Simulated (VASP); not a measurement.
**NiMoIrPdW: single point with PBE**

The system is NiMoIrPdW.

```
CELL_PARAMETERS angstrom
2.76640 0.00000 0.00000
-1.38320 2.39577 0.00000
0.00000 0.00000 11.01700
ATOMIC_POSITIONS crystal
Ni 0.33333 0.66667 0.59695
Mo 0.00000 0.00000 0.40889
Pd 0.66667 0.33333 0.79507
Ir 0.66667 0.33333 0.19960
W 0.33333 0.66667 0.99949
```

```yaml
Program: VASP 6.6.1
Task: single point
Functional: PBE
Potentials_or_basis: VASP PAW PBE potentials, release 64 (Ni, Mo_sv, Pd, Ir, W_sv)
Cutoff: 520 eV
k_mesh: 6 × 6 × 2
Occupations: gaussian, width 0.1 eV
Spin: collinear spin, ferromagnetic start
Starting_moments: "[2.0, 1.0, 1.0, 1.0, 0.0] μB"
```

```
Pressure                                              : 0.4 GPa
Largest force                                         : 0.039 eV/Å
Net moment                                            : 0.00 μB per cell
Valence electrons inside the program's atomic spheres : Ni 9.16; Mo 12.46; Pd 9.56; Ir 8.43; W 12.08
```

Forces in eV/Å, atoms in the order of the input:
```
Ni   0.000  0.000  0.023
Mo   0.000  0.000 -0.001
Pd   0.000  0.000 -0.017
Ir   0.000  0.000  0.035
W    0.000  0.000 -0.039
```

Stress tensor (GPa, compression positive):
```
0.47 0.00 0.00
0.00 0.47 0.00
0.00 0.00 0.34
```

Levels at points of the mesh, in eV from the Fermi level:
Spin up:
| k point | band 27 | band 28 | band 29 | band 30 | band 31 | band 32 |
| --- | --- | --- | --- | --- | --- | --- |
| (0.00, 0.00, 0.00) | -1.04 | -1.04 | -0.80 | -0.38 | -0.38 | -0.25 |
| (0.50, 0.00, 0.00) | -0.16 | 0.70 | 1.27 | 1.29 | 1.65 | 2.28 |
| (0.00, 0.00, 0.50) | -1.42 | -1.27 | -1.27 | -0.27 | -0.27 | 0.40 |
| (0.50, 0.00, 0.50) | -0.26 | 0.61 | 1.29 | 1.44 | 2.13 | 2.46 |
Spin down:
| k point | band 25 | band 26 | band 27 | band 28 | band 29 | band 30 | band 31 | band 32 | band 33 | band 34 |
| --- | --- | --- | --- | --- | --- | --- | --- | --- | --- | --- |
| (0.00, 0.00, 0.00) | -1.51 | -1.51 | -1.04 | -1.04 | -0.80 | -0.38 | -0.38 | -0.25 | 0.42 | 0.42 |
| (0.50, 0.00, 0.00) | -0.43 | -0.40 | -0.16 | 0.70 | 1.27 | 1.29 | 1.65 | 2.28 | 2.79 | 3.93 |
| (0.00, 0.00, 0.50) | -1.50 | -1.42 | -1.42 | -1.27 | -1.27 | -0.27 | -0.27 | 0.40 | 0.40 | 0.61 |
| (0.50, 0.00, 0.50) | -0.59 | -0.43 | -0.26 | 0.61 | 1.29 | 1.44 | 2.13 | 2.46 | 2.66 | 3.87 |

Wall time 97 s on 1 thread of Intel(R) Xeon(R) 6975P-C (Granite Rapids) (shared host), peak memory 0.3 GiB.

Caveat: the k points lie up to 0.44 Å⁻¹ apart; spin-orbit coupling is left out, which moves the levels of the heavy elements.
